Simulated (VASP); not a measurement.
Set up this calculation in VASP 6.6.1, as the native input.

| Property | Result |
| --- | --- |
| Task | single point |
| Functional | PBE |
| Potentials or basis | VASP PAW PBE potentials, release 64 (Co, Mg) |
| Cutoff | 520 eV |
| k mesh | 7 × 7 × 7 |
| Occupations | fermi-dirac, width 0.05 eV |
| Spin | collinear spin, ferromagnetic start |
| Starting moments | [2.0, 0.0, 0.0, 0.0] μB |
| Dipole correction | no |
| Further INCAR settings | ALGO = Normal; EDIFF = 1e-06; NBANDS = 20 |

The structure of Mg3Co lies in POSCAR:

```
Mg3Co
1.0
    0.0000000000      3.2541780000      3.2541780000
    3.2541780000      0.0000000000      3.2541780000
    3.2541780000      3.2541780000      0.0000000000
Co Mg
1 3
Direct
    0.0000000000      0.0000000000      0.0000000000
    0.7500000000      0.7500000000      0.7500000000
    0.5000000000      0.5000000000      0.5000000000
    0.2500000000      0.2500000000      0.2500000000
```

These files were run (other wordings do the same):

INCAR

```
SYSTEM = Mg3Co
PREC     = Accurate       ! precision mode
ENCUT    = 520            ! plane-wave cutoff, eV
EDIFF    = 1E-6           ! SCF threshold, eV
ISMEAR   = -1             ! smearing method
SIGMA    = 0.05           ! smearing width, eV
LREAL    = .False.        ! projectors in reciprocal space
LASPH    = .True.         ! aspherical terms in the spheres
NELM     = 150            ! most SCF steps
ALGO     = Normal         ! electronic algorithm
ISIF     = 2              ! what is computed and relaxed
LWAVE    = .False.        ! write WAVECAR
LCHARG   = .False.        ! write CHGCAR
ISPIN    = 2              ! spin polarisation
MAGMOM   = 2 0 0 0        ! initial moments
LORBIT   = 11             ! projections on sites
LMAXMIX  = 4              ! l up to which the mixer works
GGA      = PE             ! functional
NBANDS   = 20             ! bands
```

KPOINTS

```
Automatic mesh
0
Gamma
  7 7 7
  0 0 0
```

Potentials or basis: VASP PAW PBE potentials, release 64 (Co, Mg).

The run is started by

```console
$ cat potpaw_PBE.64/Co/POTCAR potpaw_PBE.64/Mg/POTCAR > POTCAR
$ mpirun -np 1 vasp_std > vasp.out
```

It gave:

```
Pressure                                              : 0.3 GPa
Net moment                                            : 0.50 μB per cell
Site moments                                          : Co +0.56; Mg -0.01 μB
Valence electrons inside the program's atomic spheres : Co 8.01; Mg 0.39
```

It took 50 s on 1 thread of Intel(R) Xeon(R) Platinum 8488C (Sapphire Rapids), on a shared host, peak memory 0.25 GiB.
